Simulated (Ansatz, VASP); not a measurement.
SrTl in VASP and in Ansatz

Contents of INCAR:

```
PREC     = Accurate       # precision mode
ENCUT    = 500            # plane-wave cutoff, eV
EDIFF    = 1E-6           # SCF threshold, eV
ISMEAR   = -1             # smearing method
SIGMA    = 0.05           # smearing width, eV
LREAL    = F              # projectors in reciprocal space
LASPH    = T              # aspherical terms in the spheres
NELM     = 120            # most SCF steps
ALGO     = Normal         # electronic algorithm
ISIF     = 2              # what is computed and relaxed
LWAVE    = F              # write WAVECAR
LCHARG   = T              # write CHGCAR
GGA      = CA             # functional
LELF     = T              # ELF
LVHAR    = T            
NBANDS   = 18             # bands
GGA_COMPAT= F
```

Contents of KPOINTS:

```
regular mesh
0
Gamma
  5 5 5
```

Contents of POSCAR:

```
SrTl
1.0
    4.0320000000      0.0000000000      0.0000000000
    0.0000000000      4.0320000000      0.0000000000
    0.0000000000      0.0000000000      4.0320000000
Sr Tl
1 1
Direct
    0.0000000000      0.0000000000      0.0124007937
    0.5000000000      0.5000000000      0.5000000000
```

Input for Ansatz:

```yaml
crystal:
  lattice:
    - [4.032, 0.0, 0.0]
    - [0.0, 4.032, 0.0]
    - [0.0, 0.0, 4.032]
  atoms:
    - { symbol: Sr, position: [0.0, 0.0, 0.012400793650793655] }
    - { symbol: Tl, position: [0.5, 0.5, 0.5] }
kpoints:
  mp_grid:
    grid: [5, 5, 5]
hamiltonian:
  xc: lda
  pseudopotentials:
    kind: paw
scf:
  convergence:
    dr2_threshold: 1.0e-07
  occupations:
    method: fermi_dirac
    width: 0.05
output:
  forces: true
```

Alike in both runs: task single point; functional LDA; k mesh 5 × 5 × 5; occupations fermi-dirac, width 0.05 eV; no spin polarisation.

```csv
,VASP,Ansatz
version,VASP 6.6.1,Ansatz 0.2.0
potentials or method,"VASP PAW LDA potentials, release 64 (Sr_sv, Tl_d)","plane waves, PAW"
plane-wave cutoff (eV),500,420
valence electrons in the cell,23,23
```

```tsv
	VASP	Ansatz	Ansatz less VASP
rms of the force components (eV/Å)	0.039	0.039	-0.0001
```

LDA's correlation is that of Perdew and Zunger in VASP and of Perdew and Wang (1992) in Ansatz. Atom by atom the forces differ by 0.000 eV/Å (rms over components).

Spin-orbit coupling is off throughout.
